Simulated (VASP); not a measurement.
A run of VASP 6.6.1 is set up as follows.

Contents of INCAR:

```
SYSTEM = SbO6
PREC = Accurate ; ENCUT = 520
EDIFF = 1E-6 ; ISMEAR = 0
SIGMA = 0.1 ; LREAL = .FALSE.
LASPH = .TRUE. ; NELM = 60
ALGO = Normal ; ISIF = 2
LWAVE = .FALSE. ; LCHARG = .FALSE.
GGA = PE ; NBANDS = 30
```

File KPOINTS:

```
Automatic mesh
0
G
  4 4 4
  0 0 0
```

POSCAR

```
SbO6
1.0
   -3.0520990200      3.0520990200      3.0227109300
    3.0520990200     -3.0520990200      3.0227109300
    3.0520990200      3.0520990200     -3.0227109300
Sb O
1 6
Direct
    0.0000000000      0.0000000000      0.0000000000
    0.0000000000      0.7085205900      0.7085205900
    0.0000000000      0.2914794100      0.2914794100
    0.7116465600      0.7116465600      0.0000000000
    0.2883534400      0.2883534400      0.0000000000
    0.7085205900      0.0000000000      0.7085205900
    0.2914794100      0.0000000000      0.2914794100
```

Potentials or basis: VASP PAW PBE potentials, release 64 (Sb, O).

Run with:

```console
$ cat potpaw_PBE.64/Sb/POTCAR potpaw_PBE.64/O/POTCAR > POTCAR
$ mpirun -np 1 vasp_std > vasp.out
```

**Question.** What does it give for the largest force?

**Answer.** 8.542 eV/Å.

**Question.** What does it give for the pressure?

**Answer.** 36.3 GPa.

Forces on the atoms (eV/Å):
```
Sb   0.000  0.000  0.000
O   -6.738  0.000  0.000
O    6.738  0.000  0.000
O    0.000  0.000 -8.542
O    0.000  0.000  8.542
O    0.000 -6.738  0.000
O    0.000  6.738  0.000
```

Caveat: the k points lie up to 0.37 Å⁻¹ apart; an odd number of electrons without spin polarisation forces a metal; a magnetic or distorted state may lie lower.
